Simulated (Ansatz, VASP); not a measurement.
**One calculation of FeGe, two programs**

Contents of INCAR:

```
SYSTEM = FeGe
PREC = Accurate
ENCUT = 600
EDIFF = 1E-7
ISMEAR = 0
SIGMA = 0.05
LREAL = .FALSE.
LASPH = .TRUE.
NELM = 100
ALGO = Normal
ISIF = 3
LWAVE = .FALSE.
LCHARG = .FALSE.
GGA = PE
IBRION = 2
NSW = 80
EDIFFG = -0.01
```

The input KPOINTS:

```
Automatic mesh
0
G
  8 8 8
  0 0 0
```

POSCAR

```
FeGe
1.0
    4.6890000000      0.0000000000      0.0000000000
    0.0000000000      4.6890000000      0.0000000000
    0.0000000000      0.0000000000      4.6890000000
Fe Ge
4 4
Direct
    0.1350000000      0.1350000000      0.1350000000
    0.3650000000      0.8650000000      0.6350000000
    0.6350000000      0.3650000000      0.8650000000
    0.8650000000      0.6350000000      0.3650000000
    0.8420000000      0.8420000000      0.8420000000
    0.6580000000      0.1580000000      0.3420000000
    0.3420000000      0.6580000000      0.1580000000
    0.1580000000      0.3420000000      0.6580000000
```

Input for Ansatz:

```yaml
crystal:
  lattice:
    - [4.689, 0.0, 0.0]
    - [0.0, 4.689, 0.0]
    - [0.0, 0.0, 4.689]
  atoms:
    - { symbol: Fe, position: [0.135, 0.135, 0.135] }
    - { symbol: Fe, position: [0.365, 0.865, 0.635] }
    - { symbol: Fe, position: [0.635, 0.365, 0.865] }
    - { symbol: Fe, position: [0.865, 0.635, 0.365] }
    - { symbol: Ge, position: [0.842, 0.842, 0.842] }
    - { symbol: Ge, position: [0.658, 0.158, 0.342] }
    - { symbol: Ge, position: [0.342, 0.658, 0.158] }
    - { symbol: Ge, position: [0.158, 0.342, 0.658] }
basis:
  ecutwfc: 420
  ecutrho_ratio: 4
kpoints:
  mp_grid: { grid: [8, 8, 8] }
hamiltonian:
  xc: pbe
scf:
  occupations: { method: gaussian, width: 0.05 }
output:
  forces: true
  stress: true
  eigenvalues: true
relax:
  f_tol: 0.01
  max_steps: 60
  cell: { stress_tol: 0.04 }
```

Alike in both runs: task relaxation of cell and atoms; functional PBE; k mesh 8 × 8 × 8; occupations gaussian, width 0.05 eV; no spin polarisation.

```csv
,VASP,Ansatz
version,VASP 6.6.1,Ansatz 0.2.0
potentials or method,"VASP PAW PBE potentials, release 64 (Fe, Ge_d), cutoff 600 eV","scalar-relativistic, plane waves, PAW"
valence electrons in the cell,88,120
```

|  | VASP | Ansatz | Ansatz less VASP |
| --- | --- | --- | --- |
| gap on the k mesh at the Fermi level, each at its own relaxed structure (eV) | 0.11 | 0.12 | +0.004 |
| relaxed volume (Å³/atom) | 12.52 | 12.50 | -0.013 |
| relaxed length of the cell vector where the two differ most in proportion (Å) | 4.644 | 4.642 | -0.0016 |

VASP's potentials hold 88 valence electrons a cell and Ansatz's 120, so a difference there can come from the potentials and not from the codes.
